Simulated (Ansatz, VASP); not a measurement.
**One calculation of Al4P, two programs**

Contents of INCAR:

```
SYSTEM = Al4P
ALGO     = Normal         ! electronic algorithm
EDIFF    = 1E-6           ! SCF threshold, eV
EDIFFG   = -0.04          ! ionic threshold
ENCUT    = 600            ! plane-wave cutoff, eV
GGA      = PE             ! functional
IBRION   = 2              ! ionic algorithm
ISIF     = 3              ! what is computed and relaxed
ISMEAR   = 0              ! smearing method
LASPH    = .TRUE.         ! aspherical terms in the spheres
LCHARG   = .FALSE.        ! write CHGCAR
LREAL    = .FALSE.        ! projectors in reciprocal space
LWAVE    = .FALSE.        ! write WAVECAR
NELM     = 60             ! most SCF steps
NSW      = 90             ! ionic steps
PREC     = Accurate       ! precision mode
SIGMA    = 0.1            ! smearing width, eV
```

Contents of KPOINTS:

```
k-points
0
G
  4 4 4
  0 0 0
```

Contents of POSCAR:

```
Al4P
1.0
   -2.7104683300      2.7104683300      3.0444492600
    2.7104683300     -2.7104683300      3.0444492600
    2.7104683300      2.7104683300     -3.0444492600
Al P
4 1
Direct
    0.2674547900      0.2674547900      0.5349095900
    0.7325452100      0.7325452100      0.4650904100
    0.2674547900      0.7325452100      0.0000000000
    0.7325452100      0.2674547900      0.0000000000
    0.0000000000      0.0000000000      0.0000000000
```

Input for Ansatz:

```yaml
crystal:
  lattice:
    - [-2.71046833, 2.71046833, 3.04444926]
    - [2.71046833, -2.71046833, 3.04444926]
    - [2.71046833, 2.71046833, -3.04444926]
  atoms:
    - { symbol: Al, position: [0.26745479, 0.26745479, 0.53490959] }
    - { symbol: Al, position: [0.73254521, 0.73254521, 0.46509041] }
    - { symbol: Al, position: [0.26745479, 0.73254521, 0.0] }
    - { symbol: Al, position: [0.73254521, 0.26745479, 0.0] }
    - { symbol: P, position: [0.0, 0.0, 0.0] }
basis:
  ecutwfc: 420
kpoints:
  mp_grid: { grid: [4, 4, 4] }
hamiltonian:
  xc: pbe
scf:
  occupations: { method: gaussian, width: 0.1 }
  lower_state_search: "off"
output:
  forces: true
  stress: true
  eigenvalues: true
relax:
  adjacent_minimum: "off"
  f_tol: 0.04
  max_steps: 70
  cell: { stress_tol: 0.4 }
```

Alike in both runs: task relaxation of cell and atoms; functional PBE; k mesh 4 × 4 × 4; occupations gaussian, width 0.1 eV; no spin polarisation.

|  | VASP | Ansatz |
| --- | --- | --- |
| version | VASP 6.6.1 | Ansatz 0.2.0 |
| potentials or method | VASP PAW PBE potentials, release 64 (Al, P), cutoff 600 eV | scalar-relativistic, plane waves, PAW |
| valence electrons in the cell | 17 | 17 |

|  | VASP | Ansatz | Ansatz less VASP |
| --- | --- | --- | --- |
| gap on the k mesh at the Fermi level, each at its own relaxed structure (eV) | none | none | - |
| relaxed volume (Å³/atom) | 20.91 | 20.89 | -0.021 |
| relaxed cell length with the largest relative difference (Å) | 5.144 | 5.143 | -0.0015 |

A gap of «none» marks a metal or a gap that the smearing closes.

The k mesh is coarse, so the values compare programs but aren't converged. Noted on VASP's run: the volume moved by over 15 % at a fixed basis, so the end points are rough; too few bands were computed for a metal, which touches its energy and stress.
